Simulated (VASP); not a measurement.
# SiC (Moissanite 3C) (I-4m2) in VASP: notebook

SiC (Moissanite 3C) is run at these levels: PBE; tasks: relaxation of the atoms.

Everything below comes from runs of VASP 6.6.1. Logs are shortened: lines on timing, memory, paths and dates and some standing lists are left out, and cuts for length are marked.

## Step 1: The cell of the first run

It takes space group I-4m2 (No. 119, tetragonal). The conventional cell has a = 3.082 Å, b = 3.082 Å, c = 4.402 Å, α = 90.00°, β = 90.00°, γ = 90.00°. Within 2.5 Å of Si (site symmetry -4m2) lie 4 C at 1.89 Å. Within 2.5 Å of C (site symmetry -4m2) lie 4 Si at 1.89 Å.

## Step 2: Relaxation of the atoms, PBE (z stretched by +1 %)

The input, INCAR:

```
  ALGO = Normal
  EDIFF = 1E-7
  EDIFFG = -0.02
  ENCUT = 520
  GGA = PE
  GGA_COMPAT = F
  IBRION = 2
  ISIF = 2
  ISMEAR = -1
  LASPH = T
  LCHARG = F
  LREAL = F
  LWAVE = F
  NELM = 120
  NELMIN = 4
  NSW = 80
  PREC = Accurate
  SIGMA = 0.02
```

The input, KPOINTS:

```
k-points
0
Gamma
  17 17 17
```

The input, POSCAR:

```
SiC
1.0
    0.0000000000      2.1790000000      2.2007900000
    2.1790000000      0.0000000000      2.2007900000
    2.1790000000      2.1790000000      0.0000000000
Si C
1 1
Direct
    0.0000000000      0.0000000000      0.0000000000
    0.2500000000      0.2500000000      0.2500000000
```

Potentials or basis: VASP PAW PBE potentials, release 64 (Si, C).

The run is started by

```sh
$ cat potpaw_PBE.64/Si/POTCAR potpaw_PBE.64/C/POTCAR > POTCAR
$ mpirun -np 1 vasp_std > vasp.out
```

OUTCAR:

```text
EDIFF = 1E-7
   EDIFFG = -0.02
   ENCUT = 520
   GGA = PE
   IBRION = 2
   ISIF = 2
   ISMEAR = -1
   LASPH = T
   LREAL = F
   NELM = 120
   NELMIN = 4
   NSW = 80
   PREC = Accurate

 ion  position               nearest neighbor table
   1  0.000  0.000  0.000-   2 1.89   2 1.89   2 1.89   2 1.89
   2  0.250  0.250  0.250-   1 1.89   1 1.89   1 1.89   1 1.89

  LATTYP: Found a body centered tetragonal cell.
 ALAT       =     3.0815713524
 C/A-ratio  =     1.4283556980

  Lattice vectors:

 A1 = (  -2.1790000000,   0.0000000000,   2.2007900000)
 A2 = (   2.1790000000,   0.0000000000,   2.2007900000)
 A3 = (   0.0000000000,   2.1790000000,  -2.2007900000)

Analysis of symmetry for initial positions (statically):
=====================================================================
 Subroutine PRICEL returns:
 Original cell was already a primitive cell.

 Routine SETGRP: Setting up the symmetry group for a
 body centered tetragonal supercell.

 Subroutine GETGRP returns: Found  8 space group operations
 (whereof  8 operations were pure point group operations)
 out of a pool of 16 trial point group operations.

The static configuration has the point symmetry D_2d.

Analysis of symmetry for dynamics (positions and initial velocities):
=====================================================================
 Subroutine PRICEL returns:
 Original cell was already a primitive cell.

 Routine SETGRP: Setting up the symmetry group for a
 body centered tetragonal supercell.

 Subroutine GETGRP returns: Found  8 space group operations
 (whereof  8 operations were pure point group operations)
 out of a pool of 16 trial point group operations.

The dynamic configuration has the point symmetry D_2d.

 Subroutine INISYM returns: Found  8 space group operations
 (whereof  8 operations are pure point group operations),
 and found     1 'primitive' translations

----------------------------------------------------------------------------------------

                                     Primitive cell

  volume of cell :      20.8989

  direct lattice vectors                    reciprocal lattice vectors
     0.000000000  2.179000000  2.200790000    -0.229463056  0.229463056  0.227191145
     2.179000000  0.000000000  2.200790000     0.229463056 -0.229463056  0.227191145
     2.179000000  2.179000000  0.000000000     0.229463056  0.229463056 -0.227191145

  length of vectors
     3.097017537  3.097017537  3.081571352     0.396134327  0.396134327  0.396134327

[... 80 lines left out ...]
   EDIFF  = 0.1E-06   stopping-criterion for ELM
   LREAL  =      F    real-space projection
   EDIFFG = -.2E-01   stopping-criterion for IOM
   NSW    =     80    number of steps for IOM
   IBRION =      2    ionic relax: 0-MD 1-quasi-New 2-CG
   NFREE  =      1    steps in history (QN), initial steepest desc. (CG)
   ISIF   =      2    stress and relaxation
   ISYM   =      2    0-nonsym 1-usesym 2-fastsym
   POTIM  = 0.5000    time-step for ionic-motion
   TEBEG  =    0.0;   TEEND  =   0.0 temperature during run
   PSTRESS=    0.0 pullay stress
   NELECT =       8.0000    total number of electrons
   NUPDOWN=      -1.0000    fix difference up-down
   EMIN   =  10.00;   EMAX   =-10.00  energy-range for DOS
   EFERMI =   0.00;   METHOD = LEGACY
   ISMEAR =    -1;   SIGMA  =   0.02  broadening in eV -4-tet -1-fermi 0-gaus
   EFERMI_NEDOS =   21; number of points for ismear=-14 and -15
   IALGO  =     38    algorithm
   IMIX   =      4    mixing-type and parameters
     AMIX     =   0.40;   BMIX     =  1.00
     AMIX_MAG =   1.60;   BMIX_MAG =  1.00
  volume/ion in A,a.u.               =      10.45        70.52
  Fermi-wavevector in a.u.,A,eV,Ry     =   1.188677  2.246274 19.224388  1.412953
  Thomas-Fermi vector in A             =   2.324801
   LORBIT       =      0    0 simple, 1 ext, 2 COOP (PROOUT), +10 PAW based schemes
   GGA     = PE    functional components
   LHFCALC =     F    Hartree Fock is set to
   AEXX    =    0.0000 exact exchange contribution
   IVDW    =     0    specifies the selected vdW correction
   LEPSILON=     F    determine dielectric tensor
   LRPA    =     F    only Hartree local field effects (RPA)
 conjugate gradient relaxation of ions
 non-spin polarized calculation
  energy-cutoff  :      520.00
  volume of cell :       20.90
 maximum number of plane-waves:       574
   NGX = 11   NGY = 11   NGZ = 11

 number of electron       8.0000001 magnetization

 Free energy of the ion-electron system (eV)
  ---------------------------------------------------
  ext. energy  EPLUGINS =         0.00000000
  ---------------------------------------------------
  free energy    TOTEN  =       -15.05952110 eV

  energy without entropy =      -15.05952110  energy(sigma->0) =      -15.05952110

 E-fermi :   8.4297     XC(G=0): -11.3129

 val. band max:        8.0187341210   @ k =   0.0000   0.0000   0.0000
 cond. band min:       9.3736338874   @ k =   0.4706   0.0000   0.4706
 fundamental gap:      1.3548997664
 Fermi energy:         8.4297237084

 k-point     1 :       0.0000    0.0000    0.0000
  band No.  band energies     occupation
      1      -7.3296      2.00000
      2       7.9503      2.00000
      3       8.0187      2.00000
      4       8.0187      2.00000
      5      14.1124      0.00000
      6      15.2259      0.00000
      7      15.2259      0.00000
      8      15.2523      0.00000
[... 243 lines left out ...]
 k-point    24 :      -0.1176    0.0588    0.0000
  band No.  band energies     occupation
      1      -6.9043      2.00000
      2       6.2112      2.00000
      3       7.2913      2.00000
      4       7.9338      2.00000
      5      14.5411      0.00000
      6      15.3730      0.00000
      7      15.5147      0.00000
      8      16.3007      0.00000

 [... further k-points ...]
[... 5 lines left out ...]
  --------------------------------------------------------------------------------------
  -------------------------------------------------------------------------------------
  Total        0.2449145      0.2449145     -0.0955235      0.0000000      0.0000000     -0.0000000
  in kB       18.7759531     18.7759531     -7.3231460      0.0000000      0.0000000     -0.0000000
  external PRESSURE =      10.0762534 kB  Pullay stress =       0.0000000 kB

 VOLUME and BASIS-vectors are now :
 -----------------------------------------------------------------------------
  energy-cutoff  :      520.00
  volume of cell :       20.90
      direct lattice vectors                 reciprocal lattice vectors
     0.000000000  2.179000000  2.200790000    -0.229463056  0.229463056  0.227191145
     2.179000000  0.000000000  2.200790000     0.229463056 -0.229463056  0.227191145
     2.179000000  2.179000000  0.000000000     0.229463056  0.229463056 -0.227191145

 POSITION                                       TOTAL-FORCE (eV/Angst)
 -----------------------------------------------------------------------------------
      0.00000      0.00000      0.00000        -0.000000      0.000000     -0.000000
      1.08950      1.08950      1.10040         0.000000      0.000000      0.000000
 -----------------------------------------------------------------------------------
    total drift:                                0.000000      0.000000      0.000000

  FREE ENERGIE OF THE ION-ELECTRON SYSTEM (eV)
  ---------------------------------------------------
  free  energy   TOTEN  =       -15.0595210988 eV

  energy  without entropy=      -15.0595210988  energy(sigma->0) =      -15.05952110

 reached required accuracy - stopping structural energy minimisation
```

OSZICAR:

```text
N       E                     dE             d eps       ncg     rms          rms(c)
DAV:   1     0.494662120516E+01    0.49466E+01   -0.41125E+03  6768   0.841E+02
DAV:   2    -0.165111606348E+02   -0.21458E+02   -0.20142E+02  9280   0.108E+02
DAV:   3    -0.168855404691E+02   -0.37438E+00   -0.37438E+00  7568   0.177E+01
DAV:   4    -0.168867278132E+02   -0.11873E-02   -0.11873E-02 10496   0.109E+00
DAV:   5    -0.168867282893E+02   -0.47616E-06   -0.47616E-06  7576   0.170E-02    0.871E+00
DAV:   6    -0.151174722749E+02    0.17693E+01   -0.75897E+00  7008   0.156E+01    0.383E+00
DAV:   7    -0.150667777251E+02    0.50695E-01   -0.32985E-01 10592   0.410E+00    0.176E+00
DAV:   8    -0.150591192718E+02    0.76585E-02   -0.18632E-02  6688   0.125E+00    0.164E-01
DAV:   9    -0.150594088395E+02   -0.28957E-03   -0.81374E-04 10328   0.245E-01    0.103E-01
DAV:  10    -0.150595200507E+02   -0.11121E-03   -0.21487E-04  9056   0.115E-01    0.223E-02
DAV:  11    -0.150595208626E+02   -0.81183E-06   -0.44017E-05  8208   0.407E-02    0.570E-03
DAV:  12    -0.150595210107E+02   -0.14814E-06   -0.17217E-06  7960   0.101E-02    0.139E-03
DAV:  13    -0.150595210988E+02   -0.88137E-07   -0.15396E-07  6808   0.336E-03
   1 F= -.15059521E+02 E0= -.15059521E+02  d E =-.150595E+02
```

Wall time 48 s (1 thread of AMD EPYC 7R13 (Zen 3), shared host); peak memory 0.16 GiB.

Results:

* Free energy: -15.0595 eV
* Pressure after relaxing: 1.0 GPa
* Band gap on the k mesh: 1.35 eV, indirect (least direct gap 4.54 eV)

Stress tensor (GPa, compression positive):
```
 1.88  0.00  0.00
 0.00  1.88  0.00
 0.00  0.00 -0.73
```

Final structure:
```
Si C
1.0
     0.00000    2.17900    2.20079
     2.17900    0.00000    2.20079
     2.17900    2.17900    0.00000
Si C
1 1
Direct
  0.00000 0.00000 0.00000
  0.25000 0.25000 0.25000
```

Levels at points of the mesh, in eV from the valence-band top:
```tsv
k point	band 1	band 2	band 3	band 4	band 5	band 6	band 7	band 8
(0.00, 0.00, 0.00)	-15.35	-0.07	0.00	0.00	6.09	7.21	7.21	7.23
```

Caveat: the cell differs from its parent crystal (z stretched by +1 %); the relaxation stopped at its first step, so nothing moved. A k mesh can miss the band edges.

## Step 3: Relaxation of the atoms, PBE (z stretched by -1 %)

The input, INCAR:

```
PREC = Accurate
ENCUT = 520
EDIFF = 1E-7
ISMEAR = -1
SIGMA = 0.02
LREAL = False
LASPH = True
NELM = 120
ALGO = Normal
ISIF = 2
LWAVE = False
LCHARG = False
GGA = PE
IBRION = 2
NSW = 80
EDIFFG = -0.02
GGA_COMPAT = False
NELMIN = 4
```

The input, KPOINTS:

```
Automatic mesh
0
Gamma
  17 17 17
```

The input, POSCAR:

```
SiC
1.0
    0.0000000000      2.1790000000      2.1572100000
    2.1790000000      0.0000000000      2.1572100000
    2.1790000000      2.1790000000      0.0000000000
Si C
1 1
Direct
    0.0000000000      0.0000000000      0.0000000000
    0.2500000000      0.2500000000      0.2500000000
```

Potentials or basis: VASP PAW PBE potentials, release 64 (Si, C).

The run is started by

```sh
$ cat potpaw_PBE.64/Si/POTCAR potpaw_PBE.64/C/POTCAR > POTCAR
$ mpirun -np 1 vasp_std > vasp.out
```

OUTCAR:

```text
PREC = Accurate
   ENCUT = 520
   EDIFF = 1E-7
   ISMEAR = -1
   LREAL = False
   LASPH = True
   NELM = 120
   ISIF = 2
   GGA = PE
   IBRION = 2
   NSW = 80
   EDIFFG = -0.02
   NELMIN = 4

 ion  position               nearest neighbor table
   1  0.000  0.000  0.000-   2 1.88   2 1.88   2 1.88   2 1.88
   2  0.250  0.250  0.250-   1 1.88   1 1.88   1 1.88   1 1.88

  LATTYP: Found a body centered tetragonal cell.
 ALAT       =     3.0815713524
 C/A-ratio  =     1.4000714267

  Lattice vectors:

 A1 = (   0.0000000000,  -2.1790000000,  -2.1572100000)
 A2 = (   0.0000000000,   2.1790000000,  -2.1572100000)
 A3 = (   2.1790000000,   0.0000000000,   2.1572100000)

Analysis of symmetry for initial positions (statically):
=====================================================================
 Subroutine PRICEL returns:
 Original cell was already a primitive cell.

 Routine SETGRP: Setting up the symmetry group for a
 body centered tetragonal supercell.

 Subroutine GETGRP returns: Found  8 space group operations
 (whereof  8 operations were pure point group operations)
[... 161 lines left out ...]

  energy without entropy =      -15.05109031  energy(sigma->0) =      -15.05109031

 E-fermi :   8.5966     XC(G=0): -11.4003

 val. band max:        8.2652216872   @ k =   0.0000   0.0000   0.0000
 cond. band min:       9.5498047063   @ k =   0.4706   0.4706   0.0000
 fundamental gap:      1.2845830191
 Fermi energy:         8.5965688272

 k-point     1 :       0.0000    0.0000    0.0000
  band No.  band energies     occupation
      1      -7.2622      2.00000
      2       8.1979      2.00000
      3       8.1979      2.00000
      4       8.2652      2.00000
      5      14.5714      0.00000
      6      15.5803      0.00000
      7      15.6072      0.00000
      8      15.6072      0.00000
[... 243 lines left out ...]
 k-point    24 :      -0.1176    0.0588    0.0000
  band No.  band energies     occupation
      1      -6.8346      2.00000
      2       6.4303      2.00000
      3       7.5885      2.00000
      4       8.0966      2.00000
      5      14.9656      0.00000
      6      15.7694      0.00000
      7      15.8768      0.00000
      8      16.6766      0.00000

 [... further k-points ...]
[... 5 lines left out ...]
  --------------------------------------------------------------------------------------
  -------------------------------------------------------------------------------------
  Total        0.5959430      0.5959430      0.9198678      0.0000000      0.0000000      0.0000000
  in kB       46.6099305     46.6099305     71.9447481      0.0000000      0.0000000      0.0000000
  external PRESSURE =      55.0548697 kB  Pullay stress =       0.0000000 kB

 VOLUME and BASIS-vectors are now :
 -----------------------------------------------------------------------------
  energy-cutoff  :      520.00
  volume of cell :       20.49
      direct lattice vectors                 reciprocal lattice vectors
     0.000000000  2.179000000  2.157210000    -0.229463056  0.229463056  0.231780865
     2.179000000  0.000000000  2.157210000     0.229463056 -0.229463056  0.231780865
     2.179000000  2.179000000  0.000000000     0.229463056  0.229463056 -0.231780865

 POSITION                                       TOTAL-FORCE (eV/Angst)
 -----------------------------------------------------------------------------------
      0.00000      0.00000      0.00000        -0.000000     -0.000000     -0.000000
      1.08950      1.08950      1.07861         0.000000      0.000000      0.000000
 -----------------------------------------------------------------------------------
    total drift:                                0.000000      0.000000      0.000000

  FREE ENERGIE OF THE ION-ELECTRON SYSTEM (eV)
  ---------------------------------------------------
  free  energy   TOTEN  =       -15.0510903101 eV

  energy  without entropy=      -15.0510903100  energy(sigma->0) =      -15.05109031

 reached required accuracy - stopping structural energy minimisation
```

CONTCAR:

```text
SiC
   1.00000000000000
     0.0000000000000000    2.1789999999999998    2.1572100000000001
     2.1789999999999998    0.0000000000000000    2.1572100000000001
     2.1789999999999998    2.1789999999999998    0.0000000000000000
  Si              C
     1     1
Direct
     0.0000000000000000    0.0000000000000000    0.0000000000000000
     0.2500000000000000    0.2500000000000000    0.2500000000000000

  0.00000000E+00  0.00000000E+00  0.00000000E+00
  0.00000000E+00  0.00000000E+00  0.00000000E+00
```

Wall time 63 s (1 thread of AMD EPYC 7R13 (Zen 3), shared host); peak memory 0.16 GiB.

Results:

| Property | Result |
| --- | --- |
| Free energy | -15.0511 eV |
| Pressure after relaxing | 5.5 GPa |
| Band gap on the k mesh | 1.28 eV, indirect (least direct gap 4.56 eV) |

Stress tensor (GPa, compression positive):
```
4.66 0.00 0.00
0.00 4.66 0.00
0.00 0.00 7.19
```

Final structure:
```yaml
crystal:
  lattice:
    - [0.00000, 2.17900, 2.15721]
    - [2.17900, 0.00000, 2.15721]
    - [2.17900, 2.17900, 0.00000]
  atoms:
    - { symbol: Si, position: [0.00000, 0.00000, 0.00000] }
    - { symbol: C, position: [0.25000, 0.25000, 0.25000] }
```

Caveat: the cell differs from its parent crystal (z stretched by -1 %); the relaxation stopped at its first step, so nothing moved.
